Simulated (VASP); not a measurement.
# InSb (rocksalt type) (Fm-3m) in VASP: further runs

The runs below take InSb (rocksalt type) through single point, with PBE.

Program: VASP 6.6.1. These are calculated values, not measurements. Logs are shortened: lines on timing, memory, paths and dates and some standing lists are left out, and cuts for length are marked.

## (1) The cell of the first run

The structure is cubic, space group Fm-3m (No. 225). Conventional cell: a = 5.039 Å, b = 5.039 Å, c = 5.039 Å, α = 90.00°, β = 90.00°, γ = 90.00°. Within 3.3 Å of In (site symmetry m-3m) lie 6 Sb at 2.52 Å. Sb (site symmetry m-3m) has 6 In at 2.52 Å within 3.3 Å.

## (2) Single point, PBE (15.99 Å³/atom)

The input, INCAR:

```
SYSTEM = InSb
PREC     = Accurate       ! precision mode
ENCUT    = 520            ! plane-wave cutoff, eV
EDIFF    = 1E-7           ! SCF threshold, eV
ISMEAR   = -1             ! smearing method
SIGMA    = 0.05           ! smearing width, eV
LREAL    = .False.        ! projectors in reciprocal space
LASPH    = .True.         ! aspherical terms in the spheres
NELM     = 80             ! most SCF steps
ALGO     = Normal         ! electronic algorithm
ISIF     = 2              ! what is computed and relaxed
LWAVE    = .False.        ! write WAVECAR
LCHARG   = .False.        ! write CHGCAR
GGA      = PE             ! functional
NBANDS   = 16             ! bands
```

The input, KPOINTS:

```
Automatic mesh
0
Gamma
  11 11 11
  0 0 0
```

The input, POSCAR:

```
InSb
1.0
    0.0000000000      2.5194239464      2.5194239464
    2.5194239464      0.0000000000      2.5194239464
    2.5194239464      2.5194239464      0.0000000000
In Sb
1 1
Direct
    0.0000000000      0.0000000000      0.0000000000
    0.5000000000      0.5000000000      0.5000000000
```

Potentials or basis: VASP PAW PBE potentials, release 64 (In_d, Sb).

Run with:

```console
cat potpaw_PBE.64/In_d/POTCAR potpaw_PBE.64/Sb/POTCAR > POTCAR
mpirun -np 1 vasp_std > vasp.out
```

OUTCAR:

```text
SYSTEM = InSb
   PREC = Accurate
   ENCUT = 520
   EDIFF = 1E-7
   ISMEAR = -1
   LREAL = .False.
   LASPH = .True.
   NELM = 80
   ISIF = 2
   GGA = PE

 ion  position               nearest neighbor table
   1  0.000  0.000  0.000-   2 2.52   2 2.52   2 2.52   2 2.52   2 2.52   2 2.52
   2  0.500  0.500  0.500-   1 2.52   1 2.52   1 2.52   1 2.52   1 2.52   1 2.52

  LATTYP: Found a face centered cubic cell.
 ALAT       =     5.0388478928

  Lattice vectors:

 A1 = (   0.0000000000,   2.5194239464,   2.5194239464)
 A2 = (   2.5194239464,   0.0000000000,   2.5194239464)
 A3 = (   2.5194239464,   2.5194239464,   0.0000000000)

Analysis of symmetry for initial positions (statically):
=====================================================================
 Subroutine PRICEL returns:
 Original cell was already a primitive cell.

 Routine SETGRP: Setting up the symmetry group for a
 face centered cubic supercell.

 Subroutine GETGRP returns: Found 48 space group operations
 (whereof 48 operations were pure point group operations)
 out of a pool of 48 trial point group operations.

The static configuration has the point symmetry O_h .

Analysis of symmetry for dynamics (positions and initial velocities):
=====================================================================
 Subroutine PRICEL returns:
 Original cell was already a primitive cell.

 Routine SETGRP: Setting up the symmetry group for a
 face centered cubic supercell.

 Subroutine GETGRP returns: Found 48 space group operations
 (whereof 48 operations were pure point group operations)
 out of a pool of 48 trial point group operations.

The dynamic configuration has the point symmetry O_h .

 Subroutine INISYM returns: Found 48 space group operations
 (whereof 48 operations are pure point group operations),
 and found     1 'primitive' translations

----------------------------------------------------------------------------------------

                                     Primitive cell

  volume of cell :      31.9841

  direct lattice vectors                    reciprocal lattice vectors
     0.000000000  2.519423946  2.519423946    -0.198458064  0.198458064  0.198458064
     2.519423946  0.000000000  2.519423946     0.198458064 -0.198458064  0.198458064
     2.519423946  2.519423946  0.000000000     0.198458064  0.198458064 -0.198458064

  length of vectors
     3.563003514  3.563003514  3.563003514     0.343739451  0.343739451  0.343739451

  position of ions in fractional coordinates (direct lattice)
     0.000000000  0.000000000  0.000000000
     0.500000000  0.500000000  0.500000000

  ion indices of the primitive-cell ions
   primitive index   ion index
                 1           1
                 2           2

----------------------------------------------------------------------------------------

 KPOINTS: Automatic mesh

Automatic generation of k-mesh.
 Grid dimensions read from file:
 generate k-points for:   11   11   11

 Generating k-lattice:

  Cartesian coordinates                     Fractional coordinates (reciprocal lattice)
    -0.018041642  0.018041642  0.018041642     0.090909091  0.000000000  0.000000000
     0.018041642 -0.018041642  0.018041642     0.000000000  0.090909091  0.000000000
     0.018041642  0.018041642 -0.018041642     0.000000000  0.000000000  0.090909091

  Length of vectors
     0.031249041  0.031249041  0.031249041

  Shift w.r.t. Gamma in fractional coordinates (k-lattice)
     0.000000000  0.000000000  0.000000000

 Subroutine IBZKPT returns following result:
 ===========================================

 Found     56 irreducible k-points:

 Following reciprocal coordinates:
            Coordinates               Weight
  0.000000  0.000000  0.000000      1.000000
  0.090909  0.000000  0.000000      8.000000
  0.181818  0.000000  0.000000      8.000000
  0.272727  0.000000  0.000000      8.000000
  0.363636  0.000000  0.000000      8.000000
  0.454545  0.000000  0.000000      8.000000
[... 16 lines left out ...]
 -0.272727  0.181818  0.000000     24.000000
 -0.181818  0.181818  0.000000     12.000000
 [... further k-points ...]
   k-points           NKPTS =     56   k-points in BZ     NKDIM =     56   number of bands    NBANDS=     16
   number of dos      NEDOS =    301   number of ions     NIONS =      2
   total plane-waves  NPLWV =  21952
   dimension x,y,z NGX =    28 NGY =   28 NGZ =   28
   dimension x,y,z NGXF=    56 NGYF=   56 NGZF=   56
   ions per type =               1   1
   NGX,Y,Z   is equivalent  to a cutoff of  13.06, 13.06, 13.06 a.u.
   NGXF,Y,Z  is equivalent  to a cutoff of  26.13, 26.13, 26.13 a.u.
 SYSTEM =  InSb
   PREC   = accura    normal or accurate (medium, high low for compatibility)
   ISTART =      0    job   : 0-new  1-cont  2-samecut
   ICHARG =      2    charge: 1-file 2-atom 10-const
   ISPIN  =      1    spin polarized calculation?
   LNONCOLLINEAR =      F non collinear calculations
   LSORBIT =      F    spin-orbit coupling
   LASPH  =      T    aspherical Exc in radial PAW
   ENCUT  =  520.0 eV  38.22 Ry    6.18 a.u.   6.62  6.62  6.62*2*pi/ulx,y,z
   NELM   =     80;   NELMIN=  2; NELMDL= -5     # of ELM steps
   EDIFF  = 0.1E-06   stopping-criterion for ELM
   LREAL  =      F    real-space projection
   EDIFFG = 0.1E-05   stopping-criterion for IOM
   NSW    =      0    number of steps for IOM
   IBRION =     -1    ionic relax: 0-MD 1-quasi-New 2-CG
   NFREE  =      0    steps in history (QN), initial steepest desc. (CG)
   ISIF   =      2    stress and relaxation
   ISYM   =      2    0-nonsym 1-usesym 2-fastsym
   POTIM  = 0.5000    time-step for ionic-motion
   TEBEG  =    0.0;   TEEND  =   0.0 temperature during run
   PSTRESS=    0.0 pullay stress
   NELECT =      18.0000    total number of electrons
   NUPDOWN=      -1.0000    fix difference up-down
   EMIN   =  10.00;   EMAX   =-10.00  energy-range for DOS
   EFERMI =   0.00;   METHOD = LEGACY
   ISMEAR =    -1;   SIGMA  =   0.05  broadening in eV -4-tet -1-fermi 0-gaus
   EFERMI_NEDOS =   21; number of points for ismear=-14 and -15
   IALGO  =     38    algorithm
   IMIX   =      4    mixing-type and parameters
     AMIX     =   0.40;   BMIX     =  1.00
     AMIX_MAG =   1.60;   BMIX_MAG =  1.00
  volume/ion in A,a.u.               =      15.99       107.92
  Fermi-wavevector in a.u.,A,eV,Ry     =   1.351619  2.554190 24.856143  1.826875
  Thomas-Fermi vector in A             =   2.479026
   LORBIT       =      0    0 simple, 1 ext, 2 COOP (PROOUT), +10 PAW based schemes
   GGA     = PE    functional components
   LHFCALC =     F    Hartree Fock is set to
   AEXX    =    0.0000 exact exchange contribution
   IVDW    =     0    specifies the selected vdW correction
   LEPSILON=     F    determine dielectric tensor
   LRPA    =     F    only Hartree local field effects (RPA)
 non-spin polarized calculation
  energy-cutoff  :      520.00
  volume of cell :       31.98
 maximum number of plane-waves:       889
   NGX = 13   NGY = 13   NGZ = 13

 number of electron      17.9999993 magnetization

 Free energy of the ion-electron system (eV)
  ---------------------------------------------------
  ext. energy  EPLUGINS =         0.00000000
  ---------------------------------------------------
  free energy    TOTEN  =        -1.06868572 eV

  energy without entropy =       -1.06270237  energy(sigma->0) =       -1.06569404

 E-fermi :  16.2907     XC(G=0): -12.6438

 val. band max:       16.2547923097   @ k =  -0.3636   0.3636   0.0000
 cond. band min:      16.3305079199   @ k =   0.2727   0.1818   0.0909
 fundamental gap:      0.0757156102
 Fermi energy:        16.2906855688

 k-point     1 :       0.0000    0.0000    0.0000
  band No.  band energies     occupation
      1      -0.4943      2.00000
      2      -0.1915      2.00000
      3      -0.1915      2.00000
      4      -0.1625      2.00000
      5      -0.1625      2.00000
      6      -0.1625      2.00000
[... 8 lines left out ...]
     15      24.0114      0.00000
     16      24.0114      0.00000

 k-point     2 :       0.0909    0.0000    0.0000
  band No.  band energies     occupation
      1      -0.3421      2.00000
      2      -0.2154      2.00000
      3      -0.2154      2.00000
      4      -0.1625      2.00000
      5      -0.1507      2.00000
      6      -0.1507      2.00000
[... 8 lines left out ...]
     15      23.4718      0.00000
     16      23.4778      0.00000

 k-point     3 :       0.1818    0.0000    0.0000
  band No.  band energies     occupation
      1      -0.2836      2.00000
      2      -0.2836      2.00000
      3      -0.2340      2.00000
      4      -0.1138      2.00000
      5      -0.1138      2.00000
      6       0.1876      2.00000
[... 8 lines left out ...]
     15      23.8688      0.00000
     16      24.1953      0.00000

 k-point     4 :       0.2727    0.0000    0.0000
  band No.  band energies     occupation
      1      -0.3725      2.00000
      2      -0.3725      2.00000
      3      -0.2742      2.00000
      4      -0.0638      2.00000
      5      -0.0638      2.00000
      6       0.9926      2.00000
[... 8 lines left out ...]
     15      24.9622      0.00000
     16      25.8706      0.00000
[... 324 lines left out ...]
 k-point    22 :      -0.3636    0.1818    0.0000
  band No.  band energies     occupation
      1      -0.6238      2.00000
      2      -0.4583      2.00000
      3      -0.2477      2.00000
      4      -0.0739      2.00000
      5       0.0054      2.00000
      6       3.6472      2.00000
[... 8 lines left out ...]
     15      26.1340      0.00000
     16      27.6660      0.00000

 k-point    23 :      -0.2727    0.1818    0.0000
  band No.  band energies     occupation
      1      -0.5145      2.00000
      2      -0.4573      2.00000
      3      -0.2204      2.00000
      4      -0.1063      2.00000
      5      -0.0390      2.00000
      6       2.3888      2.00000
[... 8 lines left out ...]
     15      26.1438      0.00000
     16      29.7284      0.00000

 k-point    24 :      -0.1818    0.1818    0.0000
  band No.  band energies     occupation
      1      -0.4188      2.00000
      2      -0.4021      2.00000
      3      -0.1995      2.00000
      4      -0.1376      2.00000
      5      -0.0816      2.00000
      6       1.3537      2.00000
[... 8 lines left out ...]
     15      25.9909      0.00000
     16      28.6207      0.00000

 [... further k-points ...]

------------------------ aborting loop because EDIFF is reached ----------------------------------------

  FORCE on cell =-STRESS in cart. coord.  units (eV):
  Direction    XX          YY          ZZ          XY          YZ          ZX
  --------------------------------------------------------------------------------------
  -------------------------------------------------------------------------------------
  Total       24.3365698     24.3365698     24.3365698     -0.0000000      0.0000000     -0.0000000
  in kB     1219.0911896   1219.0911896   1219.0911896     -0.0000000      0.0000000     -0.0000000
  external PRESSURE =    1219.0911896 kB  Pullay stress =       0.0000000 kB

 VOLUME and BASIS-vectors are now :
 -----------------------------------------------------------------------------
  energy-cutoff  :      520.00
  volume of cell :       31.98
      direct lattice vectors                 reciprocal lattice vectors
     0.000000000  2.519423946  2.519423946    -0.198458064  0.198458064  0.198458064
     2.519423946  0.000000000  2.519423946     0.198458064 -0.198458064  0.198458064
     2.519423946  2.519423946  0.000000000     0.198458064  0.198458064 -0.198458064

 POSITION                                       TOTAL-FORCE (eV/Angst)
 -----------------------------------------------------------------------------------
      0.00000      0.00000      0.00000         0.000000      0.000000      0.000000
      2.51942      2.51942      2.51942         0.000000      0.000000     -0.000000
 -----------------------------------------------------------------------------------
    total drift:                               -0.000000      0.000000      0.000000

  FREE ENERGIE OF THE ION-ELECTRON SYSTEM (eV)
  ---------------------------------------------------
  free  energy   TOTEN  =        -1.0686857187 eV

  energy  without entropy=       -1.0627023694  energy(sigma->0) =       -1.06569404
```

Wall time 39 s (1 thread of Intel Xeon 8259CL, shared host); peak memory 0.18 GiB.

What came out:

```
Free energy            : -1.0687 eV
Pressure               : 121.9 GPa
Band gap on the k mesh : zero (bands 9 and 10 overlap by 3.67 eV)
```

Levels at points of the mesh, in eV from the Fermi level:
| k point | band 7 | band 8 | band 9 | band 10 | band 11 | band 12 |
| --- | --- | --- | --- | --- | --- | --- |
| (0.00, 0.00, 0.00) | -0.46 | -0.46 | -0.46 | 5.25 | 5.84 | 6.46 |

Caveat: the cell stands under pressure; spin-orbit coupling is left out, which moves the levels of the heavy elements.

## (3) Single point, PBE (15.99 Å³/atom)

The input, INCAR:

```
PREC = Accurate
ENCUT = 520
EDIFF = 1E-7
ISMEAR = -1
SIGMA = 0.05
LREAL = False
LASPH = True
NELM = 80
ALGO = Normal
ISIF = 2
LWAVE = False
LCHARG = False
GGA = PE
NBANDS = 16
```

The input, KPOINTS:

```
Automatic mesh
0
Gamma
  11 11 11
```

POSCAR is that of step 2.

Potentials or basis: VASP PAW PBE potentials, release 64 (In_d, Sb).

Run with:

```console
cat potpaw_PBE.64/In_d/POTCAR potpaw_PBE.64/Sb/POTCAR > POTCAR
mpirun -np 1 vasp_std > vasp.out
```

Wall time 49 s (1 thread of Intel Xeon 8259CL, shared host); peak memory 0.18 GiB.

The run converged. Its results:

```yaml
Free_energy: -1.0687 eV
Pressure: 121.9 GPa
Band_gap_on_the_k_mesh: zero (bands 9 and 10 overlap by 3.67 eV)
```

Levels at points of the mesh, in eV from the Fermi level:
```
           k point  band 5  band 6  band 7  band 8  band 9  band 10  band 11  band 12  band 13  band 14
(0.00, 0.00, 0.00)  -16.45  -16.45   -0.46   -0.46   -0.46     5.25     5.84     6.46     6.46     6.46
```

Caveat: the cell stands under pressure; spin-orbit coupling is left out, which moves the levels of the heavy elements.

(Continued in part 2 of 2.)
